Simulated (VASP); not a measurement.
Wanted: the native input for a VASP 6.6.1 run.

| Property | Result |
| --- | --- |
| Task | relaxation of cell and atoms |
| Functional | PBE |
| Potentials or basis | VASP PAW PBE potentials, release 64 (Al, Ag) |
| Cutoff | 600 eV |
| k mesh | 6 × 6 × 4 |
| Occupations | gaussian, width 0.1 eV |
| Spin | no spin polarisation |
| Dipole correction | no |
| Further INCAR settings | ALGO = Fast; EDIFF = 1e-06; IBRION = 2; EDIFFG = -0.04; NSW = 90; ISIF = 3 |

The structure of Al3Ag5 lies in POSCAR:

```
Al3Ag5
1.0
    5.3872293419      0.0000000000      0.0000000000
   -2.6936146709      4.6654774661      0.0000000000
    0.0000000000      0.0000000000      7.1798174488
Al Ag
3 5
Direct
    0.5000000000      0.0000000000      0.0000000000
    0.0000000000      0.5000000000      0.0000000000
    0.5000000000      0.5000000000      0.0000000000
    0.3333333333      0.6666666667      0.3099365658
    0.6666666667      0.3333333333      0.3099365658
    0.6666666667      0.3333333333      0.6900634342
    0.3333333333      0.6666666667      0.6900634342
    0.0000000000      0.0000000000      0.0000000000
```

The cell was generated, and may not be a known phase.

One way to write it, as run:

INCAR

```
PREC = Accurate
ENCUT = 600
EDIFF = 1E-6
ISMEAR = 0
SIGMA = 0.1
LREAL = False
LASPH = True
NELM = 80
ALGO = Fast
ISIF = 3
LWAVE = False
LCHARG = False
GGA = PE
IBRION = 2
NSW = 90
EDIFFG = -0.04
```

KPOINTS

```
Automatic mesh
0
Gamma
  6 6 4
```

Potentials or basis: VASP PAW PBE potentials, release 64 (Al, Ag).

Launch:

```bash
$ cat potpaw_PBE.64/Al/POTCAR potpaw_PBE.64/Ag/POTCAR > POTCAR
$ mpirun -np 1 vasp_std > vasp.out
```

Results of the run:

| Quantity | Value |
| --- | --- |
| Relaxed volume | 22.38 Å³/atom |
| Relaxed cell | a = 5.351 Å, b = 5.351 Å, c = 7.221 Å, α = 90.00°, β = 90.00°, γ = 120.00° |
| Space group after relaxing (to 0.1 Å) | P6/mmm (No. 191) |
| Energy gained by relaxing | 1.1 meV/atom |
| Ionic steps | 3 |
| Pressure after relaxing | 0.1 GPa |
| Largest force after relaxing | 0.038 eV/Å |
| Band gap on the k mesh | zero (bands 32 and 33 overlap by 1.20 eV) |

Run time: 9.7 min on 1 thread of AMD EPYC 7R13 Processor (Zen 3), with other jobs on the host, peak memory 0.43 GiB.
